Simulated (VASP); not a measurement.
# CuSi16 (a cell with a defect) in VASP: single point with PBE

Aim: the single point of CuSi16 (a cell with a defect) with PBE.

Everything below comes from runs of VASP 6.6.1. Logs are shortened: lines on timing, memory, paths and dates and some standing lists are left out, and cuts for length are marked.

**1. The cell of the first run**

The cell holds a defect, 17 atoms: a = 7.679 Å, b = 7.679 Å, c = 7.679 Å, α = 60.00°, β = 60.00°, γ = 60.00°.

**2. Single point, PBE**

INCAR reads:

```
SYSTEM = CuSi16
ALGO     = Normal         ! electronic algorithm
EDIFF    = 1E-6           ! SCF threshold, eV
ENCUT    = 520            ! plane-wave cutoff, eV
GGA      = PE             ! functional
ISIF     = 2              ! what is computed and relaxed
ISMEAR   = 0              ! smearing method
LASPH    = .True.         ! aspherical terms in the spheres
LCHARG   = .True.         ! write CHGCAR
LELF     = .True.         ! ELF
LREAL    = Auto         
LVHAR    = .True.       
LWAVE    = .False.        ! write WAVECAR
NBANDS   = 52             ! bands
NELECT   = 74.0         
NELM     = 80             ! most SCF steps
PREC     = Accurate       ! precision mode
SIGMA    = 0.05           ! smearing width, eV
```

KPOINTS reads:

```
k-points
0
Gamma
  2 2 2
  0 0 0
```

POSCAR reads:

```
CuSi16
1.0
    0.0000000000      5.4300000000      5.4300000000
    5.4300000000      0.0000000000      5.4300000000
    5.4300000000      5.4300000000      0.0000000000
Si Cu
16 1
Direct
   -0.0115199816     -0.0010037753     -0.0009997238
    0.1125035912      0.1223971455      0.1230310313
    0.0068985267     -0.0045068140      0.4949670350
    0.1148990792      0.1280197053      0.6268058932
    0.0069310313      0.4942934622     -0.0033592081
    0.1148975138      0.6268529466      0.1284776243
    0.0089006446      0.5006577348      0.5011080110
    0.1579794659      0.6140188766      0.6149888582
    0.4871757827      0.0019312155      0.0029035912
    0.6147961326      0.1251861878      0.1251633517
    0.4893895028      0.0107289134      0.4978756906
    0.6179827808      0.1308094843      0.6239507366
    0.4893693370      0.4979070902      0.0110899632
    0.6177664825      0.6230351750      0.1324097606
    0.5294349908      0.4987268877      0.5003392265
    0.6264039595      0.6359579190      0.6361682320
    0.7865227440      0.7547575506      0.7568387661
```

Potentials or basis: VASP PAW PBE potentials, release 64 (Si, Cu).

Started as:

```
cat potpaw_PBE.64/Si/POTCAR potpaw_PBE.64/Cu/POTCAR > POTCAR
mpirun -np 1 vasp_std > vasp.out
```

OUTCAR:

```text
SYSTEM = CuSi16
   EDIFF = 1E-6
   ENCUT = 520
   GGA = PE
   ISIF = 2
   ISMEAR = 0
   LASPH = .True.
   LREAL = Auto
   NELECT = 74.0
   NELM = 80
   PREC = Accurate

 ion  position               nearest neighbor table
   1  0.988  0.999  0.999-   2 2.33   6 2.33   4 2.33  10 2.34
   2  0.113  0.122  0.123-   1 2.33   5 2.34   3 2.34   9 2.35
   3  0.007  0.995  0.495-   2 2.34   4 2.34   8 2.40  12 2.44  17 2.52
   4  0.115  0.128  0.627-   1 2.33   3 2.34   7 2.34  11 2.35
   5  0.007  0.494  0.997-   2 2.34   6 2.34   8 2.40  14 2.44  17 2.51
   6  0.115  0.627  0.128-   1 2.33   5 2.34   7 2.34  13 2.35
   7  0.009  0.501  0.501-   6 2.34   4 2.34   8 2.36  16 2.40  17 2.78
   8  0.158  0.614  0.615-  15 2.33  17 2.34   7 2.36   3 2.40   5 2.40
   9  0.487  0.002  0.003-  10 2.34   2 2.35  14 2.38  12 2.38  17 2.71
  10  0.615  0.125  0.125-  11 2.34  13 2.34   9 2.34   1 2.34
  11  0.489  0.011  0.498-  10 2.34   4 2.35  12 2.35  16 2.36
  12  0.618  0.131  0.624-  15 2.32  11 2.35   9 2.38  17 2.39   3 2.44
  13  0.489  0.498  0.011-  10 2.34   6 2.35  14 2.35  16 2.36
  14  0.618  0.623  0.132-  15 2.32  13 2.35   9 2.38  17 2.38   5 2.44
  15  0.529  0.499  0.500-  14 2.32  12 2.32  16 2.33   8 2.33
  16  0.626  0.636  0.636-  15 2.33  11 2.36  13 2.36   7 2.40  17 2.51
  17  0.787  0.755  0.757-   8 2.34  14 2.38  12 2.39   5 2.51  16 2.51   3 2.52   9 2.71   7 2.78

  LATTYP: Found a face centered cubic cell.
 ALAT       =    10.8600000000

  Lattice vectors:

 A1 = (   0.0000000000,   5.4300000000,   5.4300000000)
 A2 = (   5.4300000000,   0.0000000000,   5.4300000000)
 A3 = (   5.4300000000,   5.4300000000,   0.0000000000)

Analysis of symmetry for initial positions (statically):
=====================================================================
 Subroutine PRICEL returns:
 Original cell was already a primitive cell.

 Routine SETGRP: Setting up the symmetry group for a
 face centered cubic supercell.

 Subroutine GETGRP returns: Found  1 space group operations
 (whereof  1 operations were pure point group operations)
 out of a pool of 48 trial point group operations.

The static configuration has the point symmetry C_1 .

Analysis of symmetry for dynamics (positions and initial velocities):
=====================================================================
 Subroutine PRICEL returns:
 Original cell was already a primitive cell.

 Routine SETGRP: Setting up the symmetry group for a
 face centered cubic supercell.

 Subroutine GETGRP returns: Found  1 space group operations
 (whereof  1 operations were pure point group operations)
 out of a pool of 48 trial point group operations.

The dynamic configuration has the point symmetry C_1 .

 Subroutine INISYM returns: Found  1 space group operations
 (whereof  1 operations are pure point group operations),
 and found     1 'primitive' translations

----------------------------------------------------------------------------------------

                                     Primitive cell

  volume of cell :     320.2060

  direct lattice vectors                    reciprocal lattice vectors
     0.000000000  5.430000000  5.430000000    -0.092081031  0.092081031  0.092081031
     5.430000000  0.000000000  5.430000000     0.092081031 -0.092081031  0.092081031
     5.430000000  5.430000000  0.000000000     0.092081031  0.092081031 -0.092081031

  length of vectors
     7.679179644  7.679179644  7.679179644     0.159489025  0.159489025  0.159489025

  position of ions in fractional coordinates (direct lattice)
     0.988480018  0.998996225  0.999000276
     0.112503591  0.122397146  0.123031031
     0.006898527  0.995493186  0.494967035
     0.114899079  0.128019705  0.626805893
     0.006931031  0.494293462  0.996640792
     0.114897514  0.626852947  0.128477624
[... 9 lines left out ...]
     0.626403960  0.635957919  0.636168232
     0.786522744  0.754757551  0.756838766

  ion indices of the primitive-cell ions
   primitive index   ion index
                 1           1
                 2           2
                 3           3
                 4           4
                 5           5
                 6           6
[... 9 lines left out ...]
                16          16
                17          17

----------------------------------------------------------------------------------------

 KPOINTS: k-points

Automatic generation of k-mesh.
 Grid dimensions read from file:
 generate k-points for:    2    2    2

 Generating k-lattice:

  Cartesian coordinates                     Fractional coordinates (reciprocal lattice)
    -0.046040516  0.046040516  0.046040516     0.500000000  0.000000000  0.000000000
     0.046040516 -0.046040516  0.046040516     0.000000000  0.500000000  0.000000000
     0.046040516  0.046040516 -0.046040516     0.000000000  0.000000000  0.500000000

  Length of vectors
     0.079744512  0.079744512  0.079744512

  Shift w.r.t. Gamma in fractional coordinates (k-lattice)
     0.000000000  0.000000000  0.000000000

 Subroutine IBZKPT returns following result:
 ===========================================

 Found      8 irreducible k-points:

 Following reciprocal coordinates:
            Coordinates               Weight
  0.000000  0.000000  0.000000      1.000000
  0.500000  0.000000  0.000000      1.000000
  0.000000  0.500000  0.000000      1.000000
  0.000000  0.000000  0.500000      1.000000
  0.500000  0.500000  0.500000      1.000000
  0.500000  0.500000  0.000000      1.000000
  0.000000  0.500000  0.500000      1.000000
  0.500000  0.000000  0.500000      1.000000
   k-points           NKPTS =      8   k-points in BZ     NKDIM =      8   number of bands    NBANDS=     52
   number of dos      NEDOS =    301   number of ions     NIONS =     17
   total plane-waves  NPLWV = 216000
   dimension x,y,z NGX =    60 NGY =   60 NGZ =   60
   dimension x,y,z NGXF=   120 NGYF=  120 NGZF=  120
   ions per type =              16   1
   NGX,Y,Z   is equivalent  to a cutoff of  12.99, 12.99, 12.99 a.u.
   NGXF,Y,Z  is equivalent  to a cutoff of  25.98, 25.98, 25.98 a.u.
 SYSTEM =  CuSi16
   PREC   = accura    normal or accurate (medium, high low for compatibility)
   ISTART =      0    job   : 0-new  1-cont  2-samecut
   ICHARG =      2    charge: 1-file 2-atom 10-const
   ISPIN  =      1    spin polarized calculation?
   LNONCOLLINEAR =      F non collinear calculations
   LSORBIT =      F    spin-orbit coupling
   LASPH  =      T    aspherical Exc in radial PAW
   ENCUT  =  520.0 eV  38.22 Ry    6.18 a.u.  14.28 14.28 14.28*2*pi/ulx,y,z
   NELM   =     80;   NELMIN=  2; NELMDL= -5     # of ELM steps
   EDIFF  = 0.1E-05   stopping-criterion for ELM
   LREAL  =      T    real-space projection
   EDIFFG = 0.1E-04   stopping-criterion for IOM
   NSW    =      0    number of steps for IOM
   IBRION =     -1    ionic relax: 0-MD 1-quasi-New 2-CG
   NFREE  =      0    steps in history (QN), initial steepest desc. (CG)
   ISIF   =      2    stress and relaxation
   ISYM   =      2    0-nonsym 1-usesym 2-fastsym
   POTIM  = 0.5000    time-step for ionic-motion
   TEBEG  =    0.0;   TEEND  =   0.0 temperature during run
   PSTRESS=    0.0 pullay stress
   NELECT =      74.0000    total number of electrons
   NUPDOWN=      -1.0000    fix difference up-down
   EMIN   =  10.00;   EMAX   =-10.00  energy-range for DOS
   EFERMI =   0.00;   METHOD = LEGACY
   ISMEAR =     0;   SIGMA  =   0.05  broadening in eV -4-tet -1-fermi 0-gaus
   EFERMI_NEDOS =   21; number of points for ismear=-14 and -15
   IALGO  =     38    algorithm
   IMIX   =      4    mixing-type and parameters
     AMIX     =   0.40;   BMIX     =  1.00
     AMIX_MAG =   1.60;   BMIX_MAG =  1.00
  volume/ion in A,a.u.               =      18.84       127.11
  Fermi-wavevector in a.u.,A,eV,Ry     =   1.004636  1.898488 13.732283  1.009294
  Thomas-Fermi vector in A             =   2.137265
   LORBIT       =      0    0 simple, 1 ext, 2 COOP (PROOUT), +10 PAW based schemes
   GGA     = PE    functional components
   LHFCALC =     F    Hartree Fock is set to
   AEXX    =    0.0000 exact exchange contribution
   IVDW    =     0    specifies the selected vdW correction
   LEPSILON=     F    determine dielectric tensor
   LRPA    =     F    only Hartree local field effects (RPA)
 non-spin polarized calculation
 Gauss-broadening in eV      SIGMA  =   0.05
  energy-cutoff  :      520.00
  volume of cell :      320.21
 maximum number of plane-waves:      8646
 NGX is ok and might be reduce to    60
   NGX = 29   NGY = 29   NGZ = 29

 number of electron      73.9999999 magnetization

 Free energy of the ion-electron system (eV)
  ---------------------------------------------------
  ext. energy  EPLUGINS =         0.00000000
  ---------------------------------------------------
  free energy    TOTEN  =       -94.21814149 eV

  energy without entropy =      -94.21813015  energy(sigma->0) =      -94.21813582

 E-fermi :   6.3830     XC(G=0):  -9.6085

 val. band max:        6.2562232781   @ k =   0.0000   0.0000   0.0000
 cond. band min:       6.5098440255   @ k =   0.0000   0.0000   0.0000
 fundamental gap:      0.2536207474
 Fermi energy:         6.3830341850

 k-point     1 :       0.0000    0.0000    0.0000
  band No.  band energies     occupation
      1      -5.8949      2.00000
      2      -3.5369      2.00000
      3      -3.5124      2.00000
      4      -3.4815      2.00000
      5      -3.4677      2.00000
      6      -2.0371      2.00000
[... 41 lines left out ...]
     48       8.4693      0.00000
     49       8.6625      0.00000

 k-point     2 :       0.5000    0.0000    0.0000
  band No.  band energies     occupation
      1      -5.1917      2.00000
      2      -4.9801      2.00000
      3      -3.3226      2.00000
      4      -3.2069      2.00000
      5      -3.1630      2.00000
      6      -3.0361      2.00000
[... 304 lines left out ...]
 k-point     8 :       0.5000    0.0000    0.5000
  band No.  band energies     occupation
      1      -4.9343      2.00000
      2      -4.7189      2.00000
      3      -3.8709      2.00000
      4      -3.7789      2.00000
      5      -3.7462      2.00000
      6      -3.7387      2.00000
[... 41 lines left out ...]
     48      10.4899      0.00000
     49      10.5174      0.00000
 [bands above 49 left out]

------------------------ aborting loop because EDIFF is reached ----------------------------------------

  FORCE on cell =-STRESS in cart. coord.  units (eV):
  Direction    XX          YY          ZZ          XY          YZ          ZX
  --------------------------------------------------------------------------------------
  -------------------------------------------------------------------------------------
  Total       -2.1630950     -1.5610351     -1.5917715     -0.1563570     -0.3908951     -0.1824439
  in kB      -10.8232251     -7.8107683     -7.9645607     -0.7823452     -1.9558762     -0.9128732
  external PRESSURE =      -8.8661847 kB  Pullay stress =       0.0000000 kB

 VOLUME and BASIS-vectors are now :
 -----------------------------------------------------------------------------
  energy-cutoff  :      520.00
  volume of cell :      320.21
      direct lattice vectors                 reciprocal lattice vectors
     0.000000000  5.430000000  5.430000000    -0.092081031  0.092081031  0.092081031
     5.430000000  0.000000000  5.430000000     0.092081031 -0.092081031  0.092081031
     5.430000000  5.430000000  0.000000000     0.092081031  0.092081031 -0.092081031

 POSITION                                       TOTAL-FORCE (eV/Angst)
 -----------------------------------------------------------------------------------
     10.84912     10.79202     10.79200        -0.001145      0.003430      0.003122
      1.33268      1.27895      1.27551         0.003319      0.005647      0.007225
      8.09320      2.72513      5.44299         0.000974      0.000522      0.011269
      4.09870      4.02746      1.31905         0.001935      0.001128      0.000082
      8.09577      5.44939      2.72165         0.001384      0.012551     -0.000209
      4.10144      1.32153      4.02770        -0.002996     -0.002660     -0.003082
[... 9 lines left out ...]
      6.90764      6.85577      6.85463        -0.015225     -0.011691     -0.014159
      8.20797      8.38045      8.36915         0.025695      0.004368      0.014429
 -----------------------------------------------------------------------------------
    total drift:                                0.001550      0.003769     -0.000012

  FREE ENERGIE OF THE ION-ELECTRON SYSTEM (eV)
  ---------------------------------------------------
  free  energy   TOTEN  =       -94.2181414943 eV

  energy  without entropy=      -94.2181301484  energy(sigma->0) =      -94.21813582
```

Run time: 24 min. Hardware: 1 thread of Intel Xeon 8259CL, shared host; peak memory 0.5 GiB.

What came out:

* Free energy: -94.2181 eV
* Largest force: 0.030 eV/Å

Forces in eV/Å, atoms in the order of the input:
```
Si  -0.001  0.003  0.003
Si   0.003  0.006  0.007
Si   0.001  0.001  0.011
Si   0.002  0.001  0.000
Si   0.001  0.013  0.000
Si  -0.003 -0.003 -0.003
Si   0.010 -0.011 -0.011
Si  -0.014  0.003  0.003
Si   0.007  0.008  0.008
Si   0.000  0.004  0.003
Si  -0.005  0.004 -0.007
Si   0.003 -0.006  0.002
Si  -0.006 -0.004  0.003
Si   0.002  0.006 -0.007
Si  -0.011 -0.016 -0.012
Si  -0.015 -0.012 -0.014
Cu   0.026  0.004  0.014
```

Caveat: the k points lie up to 0.50 Å⁻¹ apart; the cell carries a net charge on a neutralising background, which shifts energy and pressure; the cell is charged against a uniform background, so pressure and absolute levels hang on convention.
